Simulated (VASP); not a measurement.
A run of VASP 6.6.1:

The input INCAR:

```
SYSTEM = Pd
  PREC = Accurate
  ENCUT = 520
  EDIFF = 1E-6
  ISMEAR = -1
  SIGMA = 0.05
  LREAL = .False.
  LASPH = .True.
  NELM = 100
  ALGO = Normal
  ISIF = 2
  LWAVE = .False.
  LCHARG = .True.
  GGA = PS
  LELF = .True.
  LVHAR = .True.
  NBANDS = 11
```

The input KPOINTS:

```
Automatic mesh
0
Gamma
  12 12 12
  0 0 0
```

Contents of POSCAR:

```
Pd
1.0
    0.0000000000      1.9367699811      1.9367699811
    1.9367699811      0.0000000000      1.9367699811
    1.9367699811      1.9367699811      0.0000000000
Pd
1
Direct
    0.0000000000      0.0000000000      0.0000000000
```

Potentials or basis: VASP PAW PBE potentials, release 64 (Pd).

The run is started by

```sh
$ cat potpaw_PBE.64/Pd/POTCAR > POTCAR
$ mpirun -np 1 vasp_std > vasp.out
```

Hardware: 1 thread of Intel(R) Xeon(R) 6975P-C (Granite Rapids), with other jobs on the host.

Q: Estimate the wall time of this run.

A: It took 4.3 s on 1 thread of Intel(R) Xeon(R) 6975P-C (Granite Rapids), on a shared host, peak memory 0.13 GiB. Counts: scf iterations 11, k points 72.
